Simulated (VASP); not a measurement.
# In3GaSb2N2 (P4/mmm) in VASP: single point with PBE

Aim: the single point of In3GaSb2N2 with PBE.

Everything below comes from runs of VASP 6.6.1. Logs are shortened: lines on timing, memory, paths and dates and some standing lists are left out, and cuts for length are marked.

## Step 1: The cell of the first run

Symmetry: P4/mmm, No. 123, tetragonal system. Conventional cell: a = 3.998 Å, b = 3.998 Å, c = 10.669 Å, α = 90.00°, β = 90.00°, γ = 90.00°. Within 3.4 Å of In (site symmetry 4mm) lie 1 Ga at 2.60 Å and 1 Sb at 2.74 Å and 4 N at 2.84 Å. Within 4.0 Å of In (site symmetry 4/mmm) lie 4 Ga at 2.83 Å and 2 N at 2.91 Å and 12 In at 3.84 to 4.00 Å. Ga (site symmetry 4/mmm) has 6 In at 2.60 to 2.83 Å within 3.4 Å. Sb (site symmetry 4/mmm) has 2 N at 2.42 Å and 4 Sb at 2.83 Å within 3.2 Å. Sb (site symmetry 4/mmm) has 2 In at 2.74 Å and 4 Sb at 2.83 Å and 8 N at 3.72 Å within 3.8 Å. N (site symmetry 4mm) has 1 Sb at 2.42 Å and 5 In at 2.84 to 2.91 Å within 3.2 Å.

The cell was generated, and may not be a known phase.

## Step 2: Single point, PBE

The input, INCAR:

```
SYSTEM = In3GaSb2N2
ALGO = Normal
EDIFF = 1E-6
ENCUT = 700
GGA = PE
GGA_COMPAT = .False.
ISIF = 2
ISMEAR = 0
LASPH = .True.
LCHARG = .False.
LREAL = .False.
LWAVE = .False.
NBANDS = 56
NELM = 120
PREC = Accurate
SIGMA = 0.15
```

The input, KPOINTS:

```
k-points
0
Gamma
  3 3 2
  0 0 0
```

The input, POSCAR:

```
In3GaSb2N2
1.0
    3.9981961213      0.0000000000      0.0000000000
    0.0000000000      3.9981961213      0.0000000000
    0.0000000000      0.0000000000     10.6685710558
In Ga Sb N
3 1 2 2
Direct
    0.0000000000      0.0000000000      0.7566551681
    0.0000000000      0.0000000000      0.2433448319
    0.5000000000      0.5000000000      0.0000000000
    0.0000000000      0.0000000000      0.0000000000
    0.5000000000      0.5000000000      0.5000000000
    0.0000000000      0.0000000000      0.5000000000
    0.5000000000      0.5000000000      0.7268473274
    0.5000000000      0.5000000000      0.2731526726
```

Potentials or basis: VASP PAW PBE potentials, release 64 (In_d, Ga_d, Sb_d_GW, N).

Started as:

```console
$ cat potpaw_PBE.64/In_d/POTCAR potpaw_PBE.64/Ga_d/POTCAR potpaw_PBE.64/Sb_d_GW/POTCAR potpaw_PBE.64/N/POTCAR > POTCAR
$ mpirun -np 1 vasp_std > vasp.out
```

OUTCAR:

```text
SYSTEM = In3GaSb2N2
   EDIFF = 1E-6
   ENCUT = 700
   GGA = PE
   ISIF = 2
   ISMEAR = 0
   LASPH = .True.
   LREAL = .False.
   NELM = 120
   PREC = Accurate

 ion  position               nearest neighbor table
   1  0.000  0.000  0.757-   4 2.60   6 2.74   7 2.84   7 2.84   7 2.84   7 2.84   3 3.84   3 3.84
                             3 3.84   3 3.84
   2  0.000  0.000  0.243-   4 2.60   6 2.74   8 2.84   8 2.84   8 2.84   8 2.84   3 3.84   3 3.84
                             3 3.84   3 3.84
   3  0.500  0.500  0.000-   4 2.83   4 2.83   4 2.83   4 2.83   2 3.84   2 3.84   1 3.84   2 3.84
                             1 3.84   1 3.84   2 3.84   1 3.84
   4  0.000  0.000  0.000-   1 2.60   2 2.60   3 2.83   3 2.83   3 2.83   3 2.83
   5  0.500  0.500  0.500-   7 2.42   8 2.42   6 2.83   6 2.83   6 2.83   6 2.83
   6  0.000  0.000  0.500-   1 2.74   2 2.74   5 2.83   5 2.83   5 2.83   5 2.83
   7  0.500  0.500  0.727-   5 2.42   1 2.84   1 2.84   1 2.84   1 2.84
   8  0.500  0.500  0.273-   5 2.42   2 2.84   2 2.84   2 2.84   2 2.84

  LATTYP: Found a simple tetragonal cell.
 ALAT       =     3.9981961213
 C/A-ratio  =     2.6683461071

  Lattice vectors:

 A1 = (   3.9981961213,   0.0000000000,   0.0000000000)
 A2 = (   0.0000000000,   3.9981961213,   0.0000000000)
 A3 = (   0.0000000000,   0.0000000000,  10.6685710558)

Analysis of symmetry for initial positions (statically):
=====================================================================
 Subroutine PRICEL returns:
 Original cell was already a primitive cell.

 Routine SETGRP: Setting up the symmetry group for a
 simple tetragonal supercell.

 Subroutine GETGRP returns: Found 16 space group operations
 (whereof 16 operations were pure point group operations)
 out of a pool of 16 trial point group operations.

The static configuration has the point symmetry D_4h.

Analysis of symmetry for dynamics (positions and initial velocities):
=====================================================================
 Subroutine PRICEL returns:
 Original cell was already a primitive cell.

 Routine SETGRP: Setting up the symmetry group for a
 simple tetragonal supercell.

 Subroutine GETGRP returns: Found 16 space group operations
 (whereof 16 operations were pure point group operations)
 out of a pool of 16 trial point group operations.

The dynamic configuration has the point symmetry D_4h.

 Subroutine INISYM returns: Found 16 space group operations
 (whereof 16 operations are pure point group operations),
 and found     1 'primitive' translations

[... 87 lines left out ...]
   EDIFF  = 0.1E-05   stopping-criterion for ELM
   LREAL  =      F    real-space projection
[... 7 lines left out ...]
   TEBEG  =    0.0;   TEEND  =   0.0 temperature during run
   PSTRESS=    0.0 pullay stress
   NELECT =      92.0000    total number of electrons
   NUPDOWN=      -1.0000    fix difference up-down
   EMIN   =  10.00;   EMAX   =-10.00  energy-range for DOS
   EFERMI =   0.00;   METHOD = LEGACY
   ISMEAR =     0;   SIGMA  =   0.15  broadening in eV -4-tet -1-fermi 0-gaus
   EFERMI_NEDOS =   21; number of points for ismear=-14 and -15
   IALGO  =     38    algorithm
   IMIX   =      4    mixing-type and parameters
     AMIX     =   0.40;   BMIX     =  1.00
     AMIX_MAG =   1.60;   BMIX_MAG =  1.00
  volume/ion in A,a.u.               =      21.32       143.86
  Fermi-wavevector in a.u.,A,eV,Ry     =   1.332680  2.518400 24.164445  1.776037
  Thomas-Fermi vector in A             =   2.461597
   LORBIT       =      0    0 simple, 1 ext, 2 COOP (PROOUT), +10 PAW based schemes
   GGA     = PE    functional components
   LHFCALC =     F    Hartree Fock is set to
   AEXX    =    0.0000 exact exchange contribution
   IVDW    =     0    specifies the selected vdW correction
   LEPSILON=     F    determine dielectric tensor
   LRPA    =     F    only Hartree local field effects (RPA)
 non-spin polarized calculation
 Gauss-broadening in eV      SIGMA  =   0.15
  energy-cutoff  :      700.00
  volume of cell :      170.54
 maximum number of plane-waves:      7198
 NGX is ok and might be reduce to    36
   NGX = 17   NGY = 17   NGZ = 47

 number of electron      92.0000011 magnetization

 Free energy of the ion-electron system (eV)
  ---------------------------------------------------
  ext. energy  EPLUGINS =         0.00000000
  ---------------------------------------------------
  free energy    TOTEN  =       -29.40465224 eV

  energy without entropy =      -29.34936420  energy(sigma->0) =      -29.37700822

 E-fermi :   5.7827     XC(G=0): -10.3754

 val. band max:        5.7123799783   @ k =   0.3333   0.0000   0.5000
 cond. band min:       5.8105368589   @ k =   0.3333   0.0000   0.5000
 fundamental gap:      0.0981568805
 Fermi energy:         5.7826656138

 k-point     1 :       0.0000    0.0000    0.0000
  band No.  band energies     occupation
      1     -23.5466      2.00000
      2     -23.3816      2.00000
      3     -23.3089      2.00000
      4     -23.2635      2.00000
      5     -23.2635      2.00000
      6     -23.0784      2.00000
[... 343 lines left out ...]
     55      10.8028      0.00000
     56      11.4546      0.00000

------------------------ aborting loop because EDIFF is reached ----------------------------------------

  FORCE on cell =-STRESS in cart. coord.  units (eV):
  Direction    XX          YY          ZZ          XY          YZ          ZX
  --------------------------------------------------------------------------------------
  -------------------------------------------------------------------------------------
  Total        0.0020562      0.0020562      0.3612366      0.0000000      0.0000000      0.0000000
  in kB        0.0193175      0.0193175      3.3936566      0.0000000      0.0000000      0.0000000
  external PRESSURE =       1.1440972 kB  Pullay stress =       0.0000000 kB

 VOLUME and BASIS-vectors are now :
 -----------------------------------------------------------------------------
  energy-cutoff  :      700.00
  volume of cell :      170.54
      direct lattice vectors                 reciprocal lattice vectors
     3.998196121  0.000000000  0.000000000     0.250112793  0.000000000  0.000000000
     0.000000000  3.998196121  0.000000000     0.000000000  0.250112793  0.000000000
     0.000000000  0.000000000 10.668571056     0.000000000  0.000000000  0.093733265

 POSITION                                       TOTAL-FORCE (eV/Angst)
 -----------------------------------------------------------------------------------
      0.00000      0.00000      8.07243         0.000000      0.000000     -0.023920
      0.00000      0.00000      2.59614         0.000000      0.000000      0.023920
      1.99910      1.99910      0.00000         0.000000      0.000000     -0.000000
      0.00000      0.00000      0.00000         0.000000      0.000000     -0.000000
      1.99910      1.99910      5.33429         0.000000      0.000000     -0.000000
      0.00000      0.00000      5.33429         0.000000      0.000000     -0.000000
      1.99910      1.99910      7.75442         0.000000      0.000000      0.006494
      1.99910      1.99910      2.91415        -0.000000     -0.000000     -0.006494
 -----------------------------------------------------------------------------------
    total drift:                                0.000000      0.000000      0.000000

  FREE ENERGIE OF THE ION-ELECTRON SYSTEM (eV)
  ---------------------------------------------------
  free  energy   TOTEN  =       -29.4046522367 eV

  energy  without entropy=      -29.3493641974  energy(sigma->0) =      -29.37700822
```

stdout:

```text
POSCAR found type information on POSCAR InGaSbN
 POSCAR found :  4 types and       8 ions
 scaLAPACK will be used
 LDA part: xc-table for (Slater+PW92), standard interpolation
 POSCAR, INCAR and KPOINTS ok, starting setup
 FFT: planning ... GRIDC
 FFT: planning ... GRID_SOFT
 FFT: planning ... GRID
 WAVECAR not read
 entering main loop
```

Wall time 71 s (1 thread of Intel Xeon 6975P-C (Granite Rapids), shared host); peak memory 0.4 GiB.

Results:

```yaml
Free_energy: -29.4047 eV
Pressure: 0.1 GPa
Largest_force: 0.024 eV/Å
Band_gap_on_the_k_mesh: zero (bands 46 and 47 overlap by 0.54 eV)
```

Forces on the atoms (eV/Å):
```
In   0.000  0.000 -0.024
In   0.000  0.000  0.024
In   0.000  0.000  0.000
Ga   0.000  0.000  0.000
Sb   0.000  0.000  0.000
Sb   0.000  0.000  0.000
N    0.000  0.000  0.006
N    0.000  0.000 -0.006
```

Levels at points of the mesh, in eV from the Fermi level:
```tsv
k point	band 42	band 43	band 44	band 45	band 46	band 47	band 48	band 49	band 50	band 51
(0.00, 0.00, 0.00)	-0.97	-0.74	-0.71	-0.71	-0.22	0.66	0.66	1.05	2.52	3.02
(0.00, 0.00, 0.50)	-1.16	-0.93	-0.57	-0.45	-0.45	0.59	0.59	1.97	2.62	3.02
```

Caveat: the k points lie up to 0.52 Å⁻¹ apart, too coarse for converged energies and pressures of a metal; semilocal functionals underestimate gaps, and a narrow one can read as zero; spin-orbit coupling is left out, which moves the levels of the heavy elements.

The gap in the log of VASP goes by the Fermi energy; the results here count the filled bands.